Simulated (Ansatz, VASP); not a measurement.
**Two plane-wave programs on KSi2**

File INCAR:

```
SYSTEM = KSi2
  PREC = Accurate
  ENCUT = 520
  EDIFF = 1E-6
  ISMEAR = 0
  SIGMA = 0.1
  LREAL = .False.
  LASPH = .True.
  NELM = 100
  ALGO = Normal
  ISIF = 2
  LWAVE = .False.
  LCHARG = .False.
  GGA = PE
  NBANDS = 16
```

KPOINTS

```
Automatic mesh
0
Gamma
  6 6 6
  0 0 0
```

Contents of POSCAR:

```
KSi2
1.0
    1.6660611612      0.9619008599      6.4507366353
   -1.6660611612      0.9619008599      6.4507366353
    0.0000000000     -1.9238017198      6.4507366353
K Si
1 2
Direct
    0.0000000000      0.0000000000      0.0000000000
    0.7484000000      0.7484000000      0.7484000000
    0.5849000000      0.5849000000      0.5849000000
```

Input for Ansatz:

```yaml
crystal:
  lattice:
    - [1.6660611612, 0.9619008599, 6.4507366353]
    - [-1.6660611612, 0.9619008599, 6.4507366353]
    - [0.0, -1.9238017198, 6.4507366353]
  atoms:
    - { symbol: K, position: [0.0, 0.0, 0.0] }
    - { symbol: Si, position: [0.7484, 0.7484, 0.7484] }
    - { symbol: Si, position: [0.5849, 0.5849, 0.5849] }
basis:
  ecutwfc: 420
kpoints:
  mp_grid: { grid: [6, 6, 6] }
hamiltonian:
  xc: pbe
scf:
  occupations: { method: gaussian, width: 0.1 }
  lower_state_search: "off"
output:
  forces: true
  stress: true
  eigenvalues: true
```

Alike in both runs: task single point; functional PBE; k mesh 6 × 6 × 6; occupations gaussian, width 0.1 eV; no spin polarisation.

```csv
,VASP,Ansatz
version,VASP 6.6.1,Ansatz 0.2.0
potentials or method,"VASP PAW PBE potentials, release 64 (K_sv, Si), cutoff 520 eV","scalar-relativistic, plane waves, PAW"
valence electrons in the cell,17,17
```

VASP gave:

* gap on the k mesh at the Fermi level (eV): none
* pressure (GPa): 26.1
* traceless stress, the component that is largest in VASP (GPa): 4.82
* rms of the force components (eV/Å): 2.305

Q: What did Ansatz give for the same quantities?

A: gap on the k mesh at the Fermi level (eV): none; pressure (GPa): 25.5; traceless stress, the component that is largest in VASP (GPa): 4.82; rms of the force components (eV/Å): 2.274.

Atom by atom the forces differ by 0.031 eV/Å (rms over components). A gap of «none» marks a metal or a gap that the smearing closes. The functional is the same, so the differences come from potentials, cutoffs and numerics.

The k mesh is coarse, so the values compare programs but aren't converged.
